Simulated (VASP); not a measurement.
TiO2, 6 atoms in the cell. It takes space group P4_2/mnm (No. 136, tetragonal). Conventional cell: a = 4.600 Å, b = 4.600 Å, c = 2.959 Å, α = 90.00°, β = 90.00°, γ = 90.00°. Ti (site symmetry mmm) has 6 O at 1.95 to 1.98 Å within 2.6 Å. O (site symmetry m2m) has 3 Ti at 1.95 to 1.98 Å and 1 O at 2.55 Å within 2.6 Å. 

| Property | Result |
| --- | --- |
| Program | VASP 6.6.1 |
| Task | electric field gradients |
| Functional | r2SCAN |
| Potentials or basis | VASP PAW PBE potentials, release 64 (Ti_sv, O) |
| Cutoff | 520 eV |
| k mesh | 7 × 7 × 11 |
| Occupations | fermi-dirac, width 0.01 eV |
| Spin | no spin polarisation |
| Dipole correction | no |
| Further INCAR settings | ALGO = Normal; EDIFF = 1e-08; NBANDS = 33 |

Potentials or basis: VASP PAW PBE potentials, release 64 (Ti_sv, O).

The run is started by

```bash
$ cat potpaw_PBE.64/Ti_sv/POTCAR potpaw_PBE.64/O/POTCAR > POTCAR
$ cp INCAR.step1 INCAR
$ mpirun -np 1 vasp_std > vasp.out
$ cp INCAR.step2 INCAR
$ mpirun -np 1 vasp_std > vasp.out
```

Hardware: 1 thread of AMD EPYC 7R43 64-Core Processor (Zen 3), on a shared host.

Task: How long does it take, and how much memory?

Result: It took 11 min on 1 thread of AMD EPYC 7R43 64-Core Processor (Zen 3), on a shared host, peak memory 0.21 GiB. Counts: k points 60.
